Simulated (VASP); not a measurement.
Write the native input for VASP 6.6.1 that does the following.

```yaml
Task: single point
Functional: PBEsol
Potentials_or_basis: VASP PAW PBE potentials, release 64 (Co)
Cutoff: 520 eV
k_mesh: 14 × 14 × 14
Occupations: fermi-dirac, width 0.05 eV
Spin: collinear spin, ferromagnetic start
Starting_moments: "[-1.614, -1.614] μB"
Dipole_correction: no
Further_INCAR_settings: ALGO = Normal; EDIFF = 1e-07; NBANDS = 20
```

The structure of Co lies in POSCAR:

```
Co
1.0
    0.0000000000      2.2171323431      2.2171323431
    2.2171323431      0.0000000000      2.2171323431
    2.2171323431      2.2171323431      0.0000000000
Co
2
Direct
    0.0000000000      0.0000000000      0.0000000000
    0.5000000000      0.5000000000      0.5000000000
```

This isn't the form of Co at room conditions, which is hcp.

One way to write it, as run:

INCAR

```
SYSTEM = Co
ALGO = Normal ; EDIFF = 1E-7
ENCUT = 520 ; GGA = PS
ISIF = 2 ; ISMEAR = -1
ISPIN = 2 ; LASPH = .True.
LCHARG = .False. ; LMAXMIX = 4
LORBIT = 11 ; LREAL = .False.
LWAVE = .False. ; MAGMOM = -1.614 -1.614
NBANDS = 20 ; NELM = 150
PREC = Accurate ; SIGMA = 0.05
```

KPOINTS

```
k-points
0
Gamma
  14 14 14
  0 0 0
```

Potentials or basis: VASP PAW PBE potentials, release 64 (Co).

The run is started by

```bash
$ cat potpaw_PBE.64/Co/POTCAR > POTCAR
$ mpirun -np 1 vasp_std > vasp.out
```

It gave:

```json
{"Pressure": "18.6 GPa", "Net moment": "-3.03 μB per cell", "Site moments": "Co -1.51 μB", "Valence electrons inside the program's atomic spheres": "Co 8.46"}
```

Caveat: the cell stands under pressure; the PAW data sets were made with another functional, which shifts forces and pressure a little.

Wall time 110 s on 1 thread of Intel Xeon 8259CL, with other jobs on the host, peak memory 0.19 GiB.
